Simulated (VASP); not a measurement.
# Pt3Br (Pm-3m) in VASP: notebook

Runs on Pt3Br. Level: PBE. Tasks: single point, relaxation of cell and atoms.

Program: VASP 6.6.1. These are calculated values, not measurements. Logs are shortened: lines on timing, memory, paths and dates and some standing lists are left out, and cuts for length are marked.

## (1) The cell of the first run

It takes space group Pm-3m (No. 221, cubic). Conventional cell: a = 4.363 Å, b = 4.363 Å, c = 4.363 Å, α = 90.00°, β = 90.00°, γ = 90.00°. Pt (site symmetry 4/mmm) has 8 Pt at 3.09 Å and 4 Br at 3.09 Å within 4.1 Å. Within 4.1 Å of Br (site symmetry m-3m) lie 12 Pt at 3.09 Å.

## (2) Single point, PBE

INCAR reads:

```
PREC = Accurate
ENCUT = 520
EDIFF = 1E-6
ISMEAR = 0
SIGMA = 0.1
LREAL = False
LASPH = True
NELM = 100
ALGO = Normal
ISIF = 2
LWAVE = False
LCHARG = False
GGA = PE
NBANDS = 26
```

KPOINTS reads:

```
Automatic mesh
0
Gamma
  4 4 4
```

POSCAR reads:

```
Pt3Br
1.0
    4.3629426800      0.0000000000      0.0000000000
    0.0000000000      4.3629426800      0.0000000000
    0.0000000000      0.0000000000      4.3629426800
Pt Br
3 1
Direct
    0.5000000000      0.5000000000      0.0000000000
    0.5000000000      0.0000000000      0.5000000000
    0.0000000000      0.5000000000      0.5000000000
    0.0000000000      0.0000000000      0.0000000000
```

Potentials or basis: VASP PAW PBE potentials, release 64 (Pt, Br).

Started as:

```sh
$ cat potpaw_PBE.64/Pt/POTCAR potpaw_PBE.64/Br/POTCAR > POTCAR
$ mpirun -np 1 vasp_std > vasp.out
```

OUTCAR:

```text
PREC = Accurate
   ENCUT = 520
   EDIFF = 1E-6
   ISMEAR = 0
   LREAL = False
   LASPH = True
   NELM = 100
   ISIF = 2
   GGA = PE

 ion  position               nearest neighbor table
   1  0.500  0.500  0.000-   2 3.09   3 3.09   4 3.09   2 3.09   3 3.09   2 3.09   4 3.09   2 3.09
                             3 3.09   4 3.09   3 3.09   4 3.09
   2  0.500  0.000  0.500-   1 3.09   3 3.09   4 3.09   1 3.09   4 3.09   1 3.09   3 3.09   1 3.09
                             3 3.09   4 3.09   4 3.09   3 3.09
   3  0.000  0.500  0.500-   1 3.09   2 3.09   4 3.09   1 3.09   4 3.09   2 3.09   4 3.09   4 3.09
                             1 3.09   2 3.09   1 3.09   2 3.09
   4  0.000  0.000  0.000-   1 3.09   2 3.09   3 3.09   2 3.09   3 3.09   1 3.09   3 3.09   3 3.09
                             1 3.09   2 3.09   2 3.09   1 3.09

  LATTYP: Found a simple cubic cell.
 ALAT       =     4.3629426800

  Lattice vectors:

 A1 = (   4.3629426800,   0.0000000000,   0.0000000000)
 A2 = (   0.0000000000,   4.3629426800,   0.0000000000)
 A3 = (   0.0000000000,   0.0000000000,   4.3629426800)

Analysis of symmetry for initial positions (statically):
=====================================================================
 Subroutine PRICEL returns:
 Original cell was already a primitive cell.

 Routine SETGRP: Setting up the symmetry group for a
 simple cubic supercell.

 Subroutine GETGRP returns: Found 48 space group operations
[... 9 lines left out ...]

 Routine SETGRP: Setting up the symmetry group for a
 simple cubic supercell.

 Subroutine GETGRP returns: Found 48 space group operations
[... 11 lines left out ...]
                                     Primitive cell

  volume of cell :      83.0498

  direct lattice vectors                    reciprocal lattice vectors
     4.362942680  0.000000000  0.000000000     0.229203103  0.000000000  0.000000000
     0.000000000  4.362942680  0.000000000     0.000000000  0.229203103  0.000000000
     0.000000000  0.000000000  4.362942680     0.000000000  0.000000000  0.229203103

  length of vectors
     4.362942680  4.362942680  4.362942680     0.229203103  0.229203103  0.229203103

  position of ions in fractional coordinates (direct lattice)
     0.500000000  0.500000000  0.000000000
     0.500000000  0.000000000  0.500000000
     0.000000000  0.500000000  0.500000000
     0.000000000  0.000000000  0.000000000

  ion indices of the primitive-cell ions
   primitive index   ion index
                 1           1
                 2           2
                 3           3
[... 55 lines left out ...]
   LASPH  =      T    aspherical Exc in radial PAW
   ENCUT  =  520.0 eV  38.22 Ry    6.18 a.u.   8.11  8.11  8.11*2*pi/ulx,y,z
   NELM   =    100;   NELMIN=  2; NELMDL= -5     # of ELM steps
   EDIFF  = 0.1E-05   stopping-criterion for ELM
   LREAL  =      F    real-space projection
   EDIFFG = 0.1E-04   stopping-criterion for IOM
   NSW    =      0    number of steps for IOM
   IBRION =     -1    ionic relax: 0-MD 1-quasi-New 2-CG
   NFREE  =      0    steps in history (QN), initial steepest desc. (CG)
   ISIF   =      2    stress and relaxation
   ISYM   =      2    0-nonsym 1-usesym 2-fastsym
   POTIM  = 0.5000    time-step for ionic-motion
   TEBEG  =    0.0;   TEEND  =   0.0 temperature during run
   PSTRESS=    0.0 pullay stress
   NELECT =      37.0000    total number of electrons
   NUPDOWN=      -1.0000    fix difference up-down
   EMIN   =  10.00;   EMAX   =-10.00  energy-range for DOS
   EFERMI =   0.00;   METHOD = LEGACY
   ISMEAR =     0;   SIGMA  =   0.10  broadening in eV -4-tet -1-fermi 0-gaus
   EFERMI_NEDOS =   21; number of points for ismear=-14 and -15
   IALGO  =     38    algorithm
   IMIX   =      4    mixing-type and parameters
     AMIX     =   0.40;   BMIX     =  1.00
     AMIX_MAG =   1.60;   BMIX_MAG =  1.00
  volume/ion in A,a.u.               =      20.76       140.11
  Fermi-wavevector in a.u.,A,eV,Ry     =   1.250343  2.362806 21.270778  1.563358
  Thomas-Fermi vector in A             =   2.384342
   LORBIT       =      0    0 simple, 1 ext, 2 COOP (PROOUT), +10 PAW based schemes
   GGA     = PE    functional components
   LHFCALC =     F    Hartree Fock is set to
   AEXX    =    0.0000 exact exchange contribution
   IVDW    =     0    specifies the selected vdW correction
   LEPSILON=     F    determine dielectric tensor
   LRPA    =     F    only Hartree local field effects (RPA)
 non-spin polarized calculation
 Gauss-broadening in eV      SIGMA  =   0.10
  energy-cutoff  :      520.00
  volume of cell :       83.05
 maximum number of plane-waves:      2272
   NGX = 17   NGY = 17   NGZ = 17

 number of electron      36.9999988 magnetization

 Free energy of the ion-electron system (eV)
  ---------------------------------------------------
  ext. energy  EPLUGINS =         0.00000000
  ---------------------------------------------------
  free energy    TOTEN  =       -15.93649595 eV

  energy without entropy =      -15.88498102  energy(sigma->0) =      -15.91073849

 E-fermi :   5.9799     XC(G=0): -11.3291

 val. band max:        5.9327509805   @ k =   0.5000   0.5000   0.2500
 cond. band min:       5.9856468240   @ k =   0.5000   0.2500   0.2500
 fundamental gap:      0.0528958435
 Fermi energy:         5.9798996984

 k-point     1 :       0.0000    0.0000    0.0000
  band No.  band energies     occupation
      1     -10.1277      2.00000
      2       0.5583      2.00000
      3       2.0629      2.00000
      4       2.0629      2.00000
      5       2.0629      2.00000
      6       2.6065      2.00000
[... 279 lines left out ...]
     25      12.2178      0.00000
     26      12.2178      0.00000

------------------------ aborting loop because EDIFF is reached ----------------------------------------

  FORCE on cell =-STRESS in cart. coord.  units (eV):
  Direction    XX          YY          ZZ          XY          YZ          ZX
  --------------------------------------------------------------------------------------
  -------------------------------------------------------------------------------------
  Total       -9.0139592     -9.0139592     -9.0139592      0.0000000      0.0000000     -0.0000000
  in kB     -173.8952218   -173.8952218   -173.8952218      0.0000000      0.0000000     -0.0000000
  external PRESSURE =    -173.8952218 kB  Pullay stress =       0.0000000 kB

 VOLUME and BASIS-vectors are now :
 -----------------------------------------------------------------------------
  energy-cutoff  :      520.00
  volume of cell :       83.05
      direct lattice vectors                 reciprocal lattice vectors
     4.362942680  0.000000000  0.000000000     0.229203103  0.000000000  0.000000000
     0.000000000  4.362942680  0.000000000     0.000000000  0.229203103  0.000000000
     0.000000000  0.000000000  4.362942680     0.000000000  0.000000000  0.229203103

 POSITION                                       TOTAL-FORCE (eV/Angst)
 -----------------------------------------------------------------------------------
      2.18147      2.18147      0.00000         0.000000      0.000000      0.000000
      2.18147      0.00000      2.18147         0.000000      0.000000      0.000000
      0.00000      2.18147      2.18147         0.000000      0.000000      0.000000
      0.00000      0.00000      0.00000         0.000000      0.000000      0.000000
 -----------------------------------------------------------------------------------
    total drift:                                0.000000     -0.000000     -0.000000

  FREE ENERGIE OF THE ION-ELECTRON SYSTEM (eV)
  ---------------------------------------------------
  free  energy   TOTEN  =       -15.9364959474 eV

  energy  without entropy=      -15.8849810227  energy(sigma->0) =      -15.91073849
```

OSZICAR:

```text
N       E                     dE             d eps       ncg     rms          rms(c)
DAV:   1     0.202277052493E+03    0.20228E+03   -0.17706E+04   520   0.130E+03
DAV:   2    -0.885260291973E+01   -0.21113E+03   -0.20193E+03   618   0.268E+02
DAV:   3    -0.163591286952E+02   -0.75065E+01   -0.72751E+01   582   0.457E+01
DAV:   4    -0.164448833123E+02   -0.85755E-01   -0.85210E-01   552   0.523E+00
DAV:   5    -0.164458840851E+02   -0.10008E-02   -0.10006E-02   544   0.597E-01    0.153E+01
DAV:   6    -0.159926076378E+02    0.45328E+00   -0.16418E+00   528   0.739E+00    0.894E+00
DAV:   7    -0.159811834741E+02    0.11424E-01   -0.38477E-01   542   0.270E+00    0.483E+00
DAV:   8    -0.159412044275E+02    0.39979E-01   -0.22063E-01   528   0.269E+00    0.210E+00
DAV:   9    -0.159366760663E+02    0.45284E-02   -0.19844E-02   528   0.870E-01    0.778E-01
DAV:  10    -0.159364852672E+02    0.19080E-03   -0.33015E-04   544   0.107E-01    0.591E-02
DAV:  11    -0.159364948622E+02   -0.95950E-05   -0.23037E-05   540   0.320E-02    0.106E-02
DAV:  12    -0.159364960525E+02   -0.11903E-05   -0.30539E-06   376   0.132E-02    0.556E-03
DAV:  13    -0.159364959474E+02    0.10516E-06   -0.28389E-07   266   0.380E-03
   1 F= -.15936496E+02 E0= -.15910738E+02  d E =-.515149E-01
```

Run time: 8.8 s. Hardware: 1 thread of AMD EPYC 9R45 (Zen 5), shared host; peak memory 0.15 GiB.

What came out:

- Free energy: -15.9365 eV
- Pressure: -17.4 GPa

Caveat: the k points lie up to 0.36 Å⁻¹ apart; spin-orbit coupling is left out, which moves the levels of the heavy elements; an odd number of electrons without spin polarisation forces a metal; a magnetic or distorted state may lie lower.

[end of part 1 of 2]
